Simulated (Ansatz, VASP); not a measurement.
**Nb in VASP and in Ansatz**

```
Nb
1.0
    -1.66395    1.67435    1.67435
     1.66395   -1.65355    1.65355
     1.66395    1.65355   -1.65355
Nb
1
Direct
  0.00000 0.00000 0.00000
```

Change from the starting cell: strain +0.0125 x Voigt [0, 0, 0, 1, 0, 0], atoms carried along.

Alike in both runs: task single point; functional PBEsol; k mesh 20 × 20 × 20; occupations gaussian, width 0.15 eV; no spin polarisation.

```csv
,VASP,Ansatz
version,VASP 6.6.1,Ansatz 0.2.0
potentials or method,"VASP PAW PBE potentials, release 64 (Nb_sv), cutoff 520 eV","scalar-relativistic, plane waves, PAW"
valence electrons in the cell,13,13
```

|  | VASP | Ansatz | Ansatz less VASP |
| --- | --- | --- | --- |
| gap on the k mesh at the Fermi level (eV) | none | none | - |
| pressure (GPa) | -8.8 | -8.5 | +0.29 |
| traceless stress, the component that is largest in VASP (GPa) | -0.17 | -0.16 | +0.005 |

VASP's potentials were made for PBE, not for PBEsol. A gap of «none» marks a metal or a gap that the smearing closes.
